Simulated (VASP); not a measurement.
# FeS2 (Pa-3) in VASP: settings compared, part 3 of 3

VASP 6.6.1. Earlier steps stand in the parts before.

## 5. Electric field gradients, PBE, collinear spin, ferromagnetic start

The input, INCAR:

```
ALGO     = Normal         # electronic algorithm
EDIFF    = 1E-8           # SCF threshold, eV
ENCUT    = 520            # plane-wave cutoff, eV
GGA      = PE             # functional
GGA_COMPAT= False        
ISIF     = 2              # what is computed and relaxed
ISMEAR   = -1             # smearing method
ISPIN    = 2              # spin polarisation
LASPH    = True           # aspherical terms in the spheres
LCHARG   = False          # write CHGCAR
LEFG     = True         
LMAXMIX  = 4              # l up to which the mixer works
LORBIT   = 11             # projections on sites
LREAL    = False          # projectors in reciprocal space
LWAVE    = False          # write WAVECAR
MAGMOM   = 3 3 3 3 0 0 0 0 0 0 0 0 # initial moments
NBANDS   = 56             # bands
NELM     = 200            # most SCF steps
PREC     = Accurate       # precision mode
SIGMA    = 0.05           # smearing width, eV
```

The input, KPOINTS:

```
k-points
0
Gamma
  8 8 8
```

The input, POSCAR:

```
FeS2
1.0
    5.4178000000      0.0000000000      0.0000000000
    0.0000000000      5.4178000000      0.0000000000
    0.0000000000      0.0000000000      5.4178000000
Fe S
4 8
Direct
    0.0000000000      0.0000000000      0.0000000000
    0.5000000000      0.0000000000      0.5000000000
    0.5000000000      0.5000000000      0.0000000000
    0.0000000000      0.5000000000      0.5000000000
    0.3828072759      0.3828072759      0.3828072759
    0.1171927241      0.6171927241      0.8828072759
    0.8828072759      0.1171927241      0.6171927241
    0.6171927241      0.8828072759      0.1171927241
    0.6171927241      0.6171927241      0.6171927241
    0.8828072759      0.3828072759      0.1171927241
    0.1171927241      0.8828072759      0.3828072759
    0.3828072759      0.1171927241      0.8828072759
```

Potentials or basis: VASP PAW PBE potentials, release 64 (Fe, S).

Command:

```console
> cat potpaw_PBE.64/Fe/POTCAR potpaw_PBE.64/S/POTCAR > POTCAR
> mpirun -np 1 vasp_std > vasp.out
```

OUTCAR:

```text
EDIFF = 1E-8
   ENCUT = 520
   GGA = PE
   ISIF = 2
   ISMEAR = -1
   ISPIN = 2
   LASPH = True
   LORBIT = 11
   LREAL = False
   NELM = 200
   PREC = Accurate

 ion  position               nearest neighbor table
   1  0.000  0.000  0.000-   6 2.26   7 2.26   8 2.26  10 2.26  11 2.26  12 2.26
   2  0.500  0.000  0.500-   5 2.26   7 2.26   8 2.26   9 2.26  11 2.26  12 2.26
   3  0.500  0.500  0.000-   5 2.26   6 2.26   8 2.26   9 2.26  10 2.26  12 2.26
   4  0.000  0.500  0.500-   5 2.26   6 2.26   7 2.26   9 2.26  10 2.26  11 2.26
   5  0.383  0.383  0.383-   9 2.20   3 2.26   4 2.26   2 2.26
   6  0.117  0.617  0.883-  10 2.20   3 2.26   4 2.26   1 2.26
   7  0.883  0.117  0.617-  11 2.20   2 2.26   4 2.26   1 2.26
   8  0.617  0.883  0.117-  12 2.20   2 2.26   3 2.26   1 2.26
   9  0.617  0.617  0.617-   5 2.20   3 2.26   4 2.26   2 2.26
  10  0.883  0.383  0.117-   6 2.20   3 2.26   4 2.26   1 2.26
  11  0.117  0.883  0.383-   7 2.20   2 2.26   4 2.26   1 2.26
  12  0.383  0.117  0.883-   8 2.20   2 2.26   3 2.26   1 2.26

  LATTYP: Found a simple cubic cell.
 ALAT       =     5.4178000000

  Lattice vectors:

 A1 = (   5.4178000000,   0.0000000000,   0.0000000000)
 A2 = (   0.0000000000,   5.4178000000,   0.0000000000)
 A3 = (   0.0000000000,   0.0000000000,   5.4178000000)

Analysis of symmetry for initial positions (statically):
=====================================================================
 Subroutine PRICEL returns:
 Original cell was already a primitive cell.

 Routine SETGRP: Setting up the symmetry group for a
 simple cubic supercell.

 Subroutine GETGRP returns: Found 24 space group operations
 (whereof  6 operations were pure point group operations)
 out of a pool of 48 trial point group operations.

The static configuration has the point symmetry S_6 .
 The point group associated with its full space group is T_h .

Analysis of symmetry for dynamics (positions and initial velocities):
=====================================================================
 Subroutine PRICEL returns:
 Original cell was already a primitive cell.

 Routine SETGRP: Setting up the symmetry group for a
 simple cubic supercell.

 Subroutine GETGRP returns: Found 24 space group operations
 (whereof  6 operations were pure point group operations)
 out of a pool of 48 trial point group operations.

The dynamic configuration has the point symmetry S_6 .
 The point group associated with its full space group is T_h .

Analysis of structural, dynamic, and magnetic symmetry:
=====================================================================
 Subroutine PRICEL returns:
 Original cell was already a primitive cell.

 Routine SETGRP: Setting up the symmetry group for a
 simple cubic supercell.

 Subroutine GETGRP returns: Found 24 space group operations
 (whereof  6 operations were pure point group operations)
 out of a pool of 48 trial point group operations.

[... 2839 lines left out ...]
  energy-cutoff  :      520.00
  volume of cell :      159.03
      direct lattice vectors                 reciprocal lattice vectors
     5.417800000  0.000000000  0.000000000     0.184576765  0.000000000  0.000000000
     0.000000000  5.417800000  0.000000000     0.000000000  0.184576765  0.000000000
     0.000000000  0.000000000  5.417800000     0.000000000  0.000000000  0.184576765

 POSITION                                       TOTAL-FORCE (eV/Angst)
 -----------------------------------------------------------------------------------
      0.00000      0.00000      0.00000         0.000000     -0.000000      0.000000
      2.70890      0.00000      2.70890         0.000000     -0.000000      0.000000
      2.70890      2.70890      0.00000         0.000000     -0.000000      0.000000
      0.00000      2.70890      2.70890         0.000000     -0.000000      0.000000
      2.07397      2.07397      2.07397         0.038430      0.038430      0.038430
      0.63493      3.34383      4.78287        -0.038430     -0.038430      0.038430
      4.78287      0.63493      3.34383         0.038430     -0.038430     -0.038430
      3.34383      4.78287      0.63493        -0.038430      0.038430     -0.038430
      3.34383      3.34383      3.34383        -0.038430     -0.038430     -0.038430
      4.78287      2.07397      0.63493         0.038430      0.038430     -0.038430
      0.63493      4.78287      2.07397        -0.038430      0.038430      0.038430
      2.07397      0.63493      4.78287         0.038430     -0.038430      0.038430
 -----------------------------------------------------------------------------------
    total drift:                               -0.000000      0.000000     -0.000000

  FREE ENERGIE OF THE ION-ELECTRON SYSTEM (eV)
  ---------------------------------------------------
  free  energy   TOTEN  =       -72.1146101880 eV

  energy  without entropy=      -72.1140405873  energy(sigma->0) =      -72.11432539

 Electric field gradients (V/A^2)
---------------------------------------------------------------------
 ion       V_xx      V_yy      V_zz      V_xy      V_xz      V_yz
---------------------------------------------------------------------
   1       0.000    -0.000     0.000   -17.563   -17.563   -17.563
   2       0.000    -0.000     0.000   -17.563    17.563    17.563
   3       0.000    -0.000     0.000    17.563    17.563   -17.563
   4       0.000     0.000     0.000    17.563   -17.563    17.563
   5      -0.000    -0.000    -0.000    71.035    71.035    71.035
   6      -0.000    -0.000    -0.000    71.035   -71.035   -71.035
   7      -0.000    -0.000    -0.000   -71.035   -71.035    71.035
   8      -0.000    -0.000    -0.000   -71.035    71.035   -71.035
   9      -0.000    -0.000    -0.000    71.035    71.035    71.035
  10      -0.000    -0.000    -0.000    71.035   -71.035   -71.035
  11      -0.000    -0.000    -0.000   -71.035   -71.035    71.035
  12      -0.000    -0.000    -0.000   -71.035    71.035   -71.035
---------------------------------------------------------------------

 Electric field gradients after diagonalization (V/A^2)
 (convention: |V_zz| > |V_xx| > |V_yy|)
----------------------------------------------------------------------
 ion       V_xx      V_yy      V_zz     asymmetry (V_yy - V_xx)/ V_zz
----------------------------------------------------------------------
   1      17.563    17.563   -35.127       0.000
   2      17.563    17.563   -35.127       0.000
   3      17.563    17.563   -35.127       0.000
   4      17.563    17.563   -35.127       0.000
   5     -71.035   -71.035   142.070       0.000
   6     -71.035   -71.035   142.070       0.000
   7     -71.035   -71.035   142.070       0.000
   8     -71.035   -71.035   142.070       0.000
   9     -71.035   -71.035   142.070       0.000
  10     -71.035   -71.035   142.070       0.000
  11     -71.035   -71.035   142.070       0.000
  12     -71.035   -71.035   142.070       0.000
----------------------------------------------------------------------

           NMR quadrupolar parameters

 Cq : quadrupolar parameter    Cq=e*Q*V_zz/h
 eta: asymmetry parameters     (V_yy - V_xx)/ V_zz
 Q  : nuclear electric quadrupole moment in mb (millibarn)
----------------------------------------------------------------------
 ion       Cq(MHz)       eta       Q (mb)
----------------------------------------------------------------------
   1      -0.085       0.000       1.000
   2      -0.085       0.000       1.000
   3      -0.085       0.000       1.000
   4      -0.085       0.000       1.000
   5       0.344       0.000       1.000
   6       0.344       0.000       1.000
   7       0.344       0.000       1.000
   8       0.344       0.000       1.000
   9       0.344       0.000       1.000
  10       0.344       0.000       1.000
  11       0.344       0.000       1.000
  12       0.344       0.000       1.000
----------------------------------------------------------------------

 total charge

# of ion       s       p       d       tot
------------------------------------------
    1        0.424   0.629   6.489   7.542
    2        0.424   0.629   6.489   7.542
    3        0.424   0.629   6.489   7.542
    4        0.424   0.629   6.489   7.542
    5        1.349   2.291   0.000   3.640
    6        1.349   2.291   0.000   3.640
    7        1.349   2.291   0.000   3.640
    8        1.349   2.291   0.000   3.640
    9        1.349   2.291   0.000   3.640
   10        1.349   2.291   0.000   3.640
   11        1.349   2.291   0.000   3.640
   12        1.349   2.291   0.000   3.640
--------------------------------------------------
tot         12.488  20.846  25.955  59.289

 magnetization (x)

# of ion       s       p       d       tot
------------------------------------------
    1       -0.000  -0.000  -0.000  -0.000
    2       -0.000  -0.000  -0.000  -0.000
    3       -0.000  -0.000  -0.000  -0.000
    4       -0.000  -0.000  -0.000  -0.000
    5        0.000   0.000   0.000   0.000
    6        0.000   0.000   0.000   0.000
    7        0.000   0.000   0.000   0.000
    8        0.000   0.000   0.000   0.000
    9        0.000   0.000   0.000   0.000
   10        0.000   0.000   0.000   0.000
   11        0.000   0.000   0.000   0.000
   12        0.000   0.000   0.000   0.000
--------------------------------------------------
tot         -0.000   0.000  -0.000  -0.000
```

Run time: 19 min. Hardware: 1 thread of Intel Xeon Platinum 8259CL at 2.50GHz (Skylake/Cascade Lake), shared host; peak memory 0.65 GiB.

What came out:

```yaml
Free_energy: -72.1146 eV
Pressure: -1.1 GPa
Largest_force: 0.067 eV/Å
Band_gap_on_the_k_mesh: 0.44 eV, indirect (least direct gap 0.48 eV)
Net_moment: 0.00 μB per cell
Valence_electrons_inside_the_program's_atomic_spheres: Fe 7.54; S 3.64
```

Forces in eV/Å, atoms in the order of the input:
```
Fe   0.000  0.000  0.000
Fe   0.000  0.000  0.000
Fe   0.000  0.000  0.000
Fe   0.000  0.000  0.000
S    0.038  0.038  0.038
S   -0.038 -0.038  0.038
S    0.038 -0.038 -0.038
S   -0.038  0.038 -0.038
S   -0.038 -0.038 -0.038
S    0.038  0.038 -0.038
S   -0.038  0.038  0.038
S    0.038 -0.038  0.038
```

Electric field gradients, principal values (V/Å²):
| atom | least | middle | greatest (by size) |
| --- | --- | --- | --- |
| 1 Fe | 17.563 | 17.563 | -35.127 |
| 2 Fe | 17.563 | 17.563 | -35.127 |
| 3 Fe | 17.563 | 17.563 | -35.127 |
| 4 Fe | 17.563 | 17.563 | -35.127 |
| 5 S | -71.035 | -71.035 | 142.070 |
| 6 S | -71.035 | -71.035 | 142.070 |
| 7 S | -71.035 | -71.035 | 142.070 |
| 8 S | -71.035 | -71.035 | 142.070 |
| 9 S | -71.035 | -71.035 | 142.070 |
| 10 S | -71.035 | -71.035 | 142.070 |
| 11 S | -71.035 | -71.035 | 142.070 |
| 12 S | -71.035 | -71.035 | 142.070 |

Caveat: the starting moments collapsed, and a magnetic state may lie lower; without QUAD_EFG the Cq values of the log hold for a quadrupole moment of 1 mb, not for the nuclei. A k mesh can miss the band edges.
